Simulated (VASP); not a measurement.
## Al: single point with PBE+D3(BJ)

Crystal: Al.

```
Al
1.0
     2.66543    0.00000    0.00000
    -1.33272    2.30833    0.00000
     0.00000    0.00000    9.48201
Al
4
Direct
  0.00000 0.00000 0.00000
  0.33333 0.66667 0.25000
  0.00000 0.00000 0.50000
  0.66667 0.33333 0.75000
```

This isn't the form of Al at room conditions, which is fcc.

```
Program             : VASP 6.6.1
Task                : single point
Functional          : PBE
Dispersion          : D3(BJ)
Potentials or basis : VASP PAW PBE potentials, release 64 (Al)
Cutoff              : 520 eV
k mesh              : 18 × 18 × 6
Occupations         : gaussian, width 0.15 eV
Spin                : no spin polarisation
```

The pressure is 9.7 GPa. The band gap on the k mesh is zero (bands 6 and 7 overlap by 4.47 eV) and the dispersion energy per atom is -0.383 eV.

Stress tensor (GPa, compression positive):
```
13.27  0.00  0.00
 0.00 13.27  0.00
 0.00  0.00  2.64
```

Levels at points of the mesh, in eV from the Fermi level:
```tsv
k point	band 3	band 4	band 5	band 6	band 7	band 8	band 9	band 10
(0.00, 0.00, 0.00)	-10.34	-5.59	-5.51	2.11	2.12	11.32	12.93	12.93
(0.50, 0.00, 0.00)	-4.12	-4.05	-3.22	-3.15	0.81	0.89	1.13	1.36
(0.00, 0.00, 0.50)	-8.32	-8.32	-2.05	-2.05	6.88	6.88	13.12	13.12
(0.50, 0.00, 0.50)	-4.76	-4.76	-1.97	-1.97	-1.25	-1.25	4.21	4.21
```

It took 64 s on 1 thread of AMD EPYC 9R45 96-Core Processor (Zen 5) (shared host), peak memory 0.2 GiB.

Caveat: the cell stands under pressure.
